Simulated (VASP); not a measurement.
# RbCl (Fm-3m) in VASP: notebook

RbCl is run at these levels: PBE; tasks: single point.

All numbers are computed with VASP 6.6.1; they aren't measurements. Logs are shortened: lines on timing, memory, paths and dates and some standing lists are left out, and cuts for length are marked.

## 1. The cell of the first run

It takes space group Fm-3m (No. 225, cubic). Conventional cell: a = 6.267 Å, b = 6.267 Å, c = 6.267 Å, α = 90.00°, β = 90.00°, γ = 90.00°. Rb (site symmetry m-3m) has 6 Cl at 3.13 Å within 4.1 Å. Within 4.1 Å of Cl (site symmetry m-3m) lie 6 Rb at 3.13 Å.

## 2. Single point, PBE (Na replaced by Rb, lengths x 1.121, strained)

INCAR

```
PREC = Accurate
ENCUT = 500
EDIFF = 1E-6
ISMEAR = 0
SIGMA = 0.1
LREAL = False
LASPH = True
NELM = 120
ALGO = Normal
ISIF = 2
LWAVE = False
LCHARG = False
GGA = PE
NBANDS = 15
GGA_COMPAT = False
```

KPOINTS

```
Automatic mesh
0
Gamma
  6 6 6
```

POSCAR

```
RbCl
1.0
    0.0000000000      3.1333722452      3.1333722452
    3.1333722452      0.0000000000      3.1333722452
    3.1333722452      3.1333722452      0.0000000000
Rb Cl
1 1
Direct
    0.0000000000      0.0000000000      0.0000000000
    0.5000000000      0.5000000000      0.5000000000
```

Potentials or basis: VASP PAW PBE potentials, release 64 (Rb_sv, Cl).

Run with:

```sh
$ cat potpaw_PBE.64/Rb_sv/POTCAR potpaw_PBE.64/Cl/POTCAR > POTCAR
$ mpirun -np 1 vasp_std > vasp.out
```

OUTCAR:

```text
PREC = Accurate
   ENCUT = 500
   EDIFF = 1E-6
   ISMEAR = 0
   LREAL = False
   LASPH = True
   NELM = 120
   ISIF = 2
   GGA = PE

 ion  position               nearest neighbor table
   1  0.000  0.000  0.000-   2 3.13   2 3.13   2 3.13   2 3.13   2 3.13   2 3.13
   2  0.500  0.500  0.500-   1 3.13   1 3.13   1 3.13   1 3.13   1 3.13   1 3.13

  LATTYP: Found a face centered cubic cell.
 ALAT       =     6.2667444904

  Lattice vectors:

 A1 = (   0.0000000000,   3.1333722452,   3.1333722452)
 A2 = (   3.1333722452,   0.0000000000,   3.1333722452)
 A3 = (   3.1333722452,   3.1333722452,   0.0000000000)

Analysis of symmetry for initial positions (statically):
=====================================================================
 Subroutine PRICEL returns:
 Original cell was already a primitive cell.

 Routine SETGRP: Setting up the symmetry group for a
 face centered cubic supercell.

 Subroutine GETGRP returns: Found 48 space group operations
 (whereof 48 operations were pure point group operations)
 out of a pool of 48 trial point group operations.

The static configuration has the point symmetry O_h .

Analysis of symmetry for dynamics (positions and initial velocities):
=====================================================================
 Subroutine PRICEL returns:
 Original cell was already a primitive cell.

 Routine SETGRP: Setting up the symmetry group for a
 face centered cubic supercell.

 Subroutine GETGRP returns: Found 48 space group operations
 (whereof 48 operations were pure point group operations)
 out of a pool of 48 trial point group operations.

The dynamic configuration has the point symmetry O_h .

 Subroutine INISYM returns: Found 48 space group operations
 (whereof 48 operations are pure point group operations),
 and found     1 'primitive' translations

----------------------------------------------------------------------------------------

                                     Primitive cell

  volume of cell :      61.5270

  direct lattice vectors                    reciprocal lattice vectors
     0.000000000  3.133372245  3.133372245    -0.159572486  0.159572486  0.159572486
     3.133372245  0.000000000  3.133372245     0.159572486 -0.159572486  0.159572486
     3.133372245  3.133372245  0.000000000     0.159572486  0.159572486 -0.159572486

  length of vectors
     4.431257525  4.431257525  4.431257525     0.276387654  0.276387654  0.276387654

  position of ions in fractional coordinates (direct lattice)
     0.000000000  0.000000000  0.000000000
     0.500000000  0.500000000  0.500000000

  ion indices of the primitive-cell ions
   primitive index   ion index
                 1           1
[... 77 lines left out ...]
   EMIN   =  10.00;   EMAX   =-10.00  energy-range for DOS
   EFERMI =   0.00;   METHOD = LEGACY
   ISMEAR =     0;   SIGMA  =   0.10  broadening in eV -4-tet -1-fermi 0-gaus
   EFERMI_NEDOS =   21; number of points for ismear=-14 and -15
   IALGO  =     38    algorithm
   IMIX   =      4    mixing-type and parameters
     AMIX     =   0.40;   BMIX     =  1.00
     AMIX_MAG =   1.60;   BMIX_MAG =  1.00
  volume/ion in A,a.u.               =      30.76       207.60
  Fermi-wavevector in a.u.,A,eV,Ry     =   1.044944  1.974657 14.856297  1.091907
  Thomas-Fermi vector in A             =   2.179718
   LORBIT       =      0    0 simple, 1 ext, 2 COOP (PROOUT), +10 PAW based schemes
   GGA     = PE    functional components
   LHFCALC =     F    Hartree Fock is set to
   AEXX    =    0.0000 exact exchange contribution
   IVDW    =     0    specifies the selected vdW correction
   LEPSILON=     F    determine dielectric tensor
   LRPA    =     F    only Hartree local field effects (RPA)
 non-spin polarized calculation
 Gauss-broadening in eV      SIGMA  =   0.10
  energy-cutoff  :      500.00
  volume of cell :       61.53
 maximum number of plane-waves:      1588
   NGX = 17   NGY = 17   NGZ = 17

 number of electron      16.0000001 magnetization

 Free energy of the ion-electron system (eV)
  ---------------------------------------------------
  ext. energy  EPLUGINS =         0.00000000
  ---------------------------------------------------
  free energy    TOTEN  =        -6.50882593 eV

  energy without entropy =       -6.50882593  energy(sigma->0) =       -6.50882593

 E-fermi :  -0.7767     XC(G=0):  -7.9640

 val. band max:       -1.2552817718   @ k =   0.0000   0.0000   0.0000
 cond. band min:       4.2500827412   @ k =   0.0000   0.0000   0.0000
 fundamental gap:      5.5053645130
 Fermi energy:        -0.7767449680

 k-point     1 :       0.0000    0.0000    0.0000
  band No.  band energies     occupation
      1     -24.8658      2.00000
      2     -13.4056      2.00000
      3      -8.9101      2.00000
      4      -8.9101      2.00000
      5      -8.9101      2.00000
      6      -1.2553      2.00000
      7      -1.2553      2.00000
      8      -1.2553      2.00000
      9       4.2501      0.00000
     10       6.7898      0.00000
     11       6.7898      0.00000
     12       6.7898      0.00000
     13       7.8754      0.00000
     14       7.8754      0.00000
[... 257 lines left out ...]
      2     -13.3937      2.00000
      3      -9.2866      2.00000
      4      -9.1518      2.00000
      5      -8.9257      2.00000
      6      -1.7277      2.00000
      7      -1.5071      2.00000
      8      -1.4140      2.00000
      9       5.6491      0.00000
     10       7.7136      0.00000
     11       8.2933      0.00000
     12       9.2697      0.00000
     13      10.1868      0.00000
     14      11.2018      0.00000
     15      11.9611      0.00000

------------------------ aborting loop because EDIFF is reached ----------------------------------------

  FORCE on cell =-STRESS in cart. coord.  units (eV):
  Direction    XX          YY          ZZ          XY          YZ          ZX
  --------------------------------------------------------------------------------------
  -------------------------------------------------------------------------------------
  Total        1.8074427      1.8074427      1.8074427      0.0000000     -0.0000000     -0.0000000
  in kB       47.0662002     47.0662002     47.0662002      0.0000000     -0.0000000     -0.0000000
  external PRESSURE =      47.0662002 kB  Pullay stress =       0.0000000 kB

 VOLUME and BASIS-vectors are now :
 -----------------------------------------------------------------------------
  energy-cutoff  :      500.00
  volume of cell :       61.53
      direct lattice vectors                 reciprocal lattice vectors
     0.000000000  3.133372245  3.133372245    -0.159572486  0.159572486  0.159572486
     3.133372245  0.000000000  3.133372245     0.159572486 -0.159572486  0.159572486
     3.133372245  3.133372245  0.000000000     0.159572486  0.159572486 -0.159572486

 POSITION                                       TOTAL-FORCE (eV/Angst)
 -----------------------------------------------------------------------------------
      0.00000      0.00000      0.00000         0.000000      0.000000     -0.000000
      3.13337      3.13337      3.13337        -0.000000      0.000000      0.000000
 -----------------------------------------------------------------------------------
    total drift:                                0.000000     -0.000000     -0.000000

  FREE ENERGIE OF THE ION-ELECTRON SYSTEM (eV)
  ---------------------------------------------------
  free  energy   TOTEN  =        -6.5088259300 eV

  energy  without entropy=       -6.5088259300  energy(sigma->0) =       -6.50882593
```

OSZICAR:

```text
N       E                     dE             d eps       ncg     rms          rms(c)
DAV:   1     0.802065926652E+02    0.80207E+02   -0.70240E+03   480   0.919E+02
DAV:   2    -0.125372248941E+01   -0.81460E+02   -0.74209E+02   706   0.173E+02
DAV:   3    -0.672479542584E+01   -0.54711E+01   -0.54374E+01   642   0.441E+01
DAV:   4    -0.683733849580E+01   -0.11254E+00   -0.11253E+00   704   0.663E+00
DAV:   5    -0.683814158331E+01   -0.80309E-03   -0.80307E-03   656   0.523E-01    0.414E+00
DAV:   6    -0.651257684633E+01    0.32556E+00   -0.44778E-01   599   0.360E+00    0.320E+00
DAV:   7    -0.649522220716E+01    0.17355E-01   -0.12285E-01   648   0.198E+00    0.172E+00
DAV:   8    -0.650728798483E+01   -0.12066E-01   -0.13736E-02   542   0.753E-01    0.129E-01
DAV:   9    -0.650826922802E+01   -0.98124E-03   -0.10182E-03   606   0.188E-01    0.980E-02
DAV:  10    -0.650879796906E+01   -0.52874E-03   -0.51183E-04   508   0.137E-01    0.154E-02
DAV:  11    -0.650881905986E+01   -0.21091E-04   -0.21329E-05   601   0.306E-02    0.672E-03
DAV:  12    -0.650882575098E+01   -0.66911E-05   -0.95218E-06   508   0.216E-02    0.140E-03
DAV:  13    -0.650882592995E+01   -0.17898E-06   -0.14749E-07   534   0.251E-03
   1 F= -.65088259E+01 E0= -.65088259E+01  d E =-.950917E-13
```

Run time: 12 s. Hardware: 1 thread of Intel Xeon Platinum 8488C (Sapphire Rapids), shared host; peak memory 0.18 GiB.

What came out:

```
Free energy            : -6.5088 eV
Pressure               : 4.7 GPa
Band gap on the k mesh : 5.51 eV
```

Caveat: the cell differs from its parent crystal (Na replaced by Rb, lengths x 1.121, strained); the cell stands under pressure.

## 3. Single point, PBE (Na replaced by Rb, lengths x 1.121, strained)

INCAR

```
SYSTEM = RbCl
PREC = Accurate ; ENCUT = 500
EDIFF = 1E-6 ; ISMEAR = 0
SIGMA = 0.1 ; LREAL = .FALSE.
LASPH = .TRUE. ; NELM = 120
ALGO = Normal ; ISIF = 2
LWAVE = .FALSE. ; LCHARG = .FALSE.
GGA = PE ; NBANDS = 15
GGA_COMPAT = .FALSE.
```

KPOINTS

```
regular mesh
0
G
  6 6 6
  0 0 0
```

POSCAR

```
RbCl
1.0
    0.0000000000      3.1384825396      3.1384825396
    3.1384825396      0.0000000000      3.1384825396
    3.1384825396      3.1384825396      0.0000000000
Rb Cl
1 1
Direct
    0.0000000000      0.0000000000      0.0000000000
    0.5000000000      0.5000000000      0.5000000000
```

Potentials or basis: VASP PAW PBE potentials, release 64 (Rb_sv, Cl).

Run with:

```sh
$ cat potpaw_PBE.64/Rb_sv/POTCAR potpaw_PBE.64/Cl/POTCAR > POTCAR
$ mpirun -np 1 vasp_std > vasp.out
```

Wall time 12 s (1 thread of Intel Xeon Platinum 8488C (Sapphire Rapids), shared host); peak memory 0.17 GiB.

It converged, with:

* Free energy: -6.5176 eV
* Pressure: 4.5 GPa
* Band gap on the k mesh: 5.49 eV

Levels at points of the mesh, in eV from the valence-band top:
| k point | band 5 | band 6 | band 7 | band 8 | band 9 | band 10 | band 11 | band 12 |
| --- | --- | --- | --- | --- | --- | --- | --- | --- |
| (0.00, 0.00, 0.00) | -7.66 | 0.00 | 0.00 | 0.00 | 5.49 | 8.04 | 8.04 | 8.04 |
| (0.50, 0.00, 0.00) | -7.59 | -1.10 | -0.49 | -0.49 | 8.23 | 8.49 | 10.66 | 10.66 |
| (0.50, 0.50, 0.00) | -7.83 | -0.27 | -0.08 | -0.08 | 6.06 | 8.75 | 10.37 | 10.54 |

Caveat: the cell differs from its parent crystal (Na replaced by Rb, lengths x 1.121, strained); the cell stands under pressure.
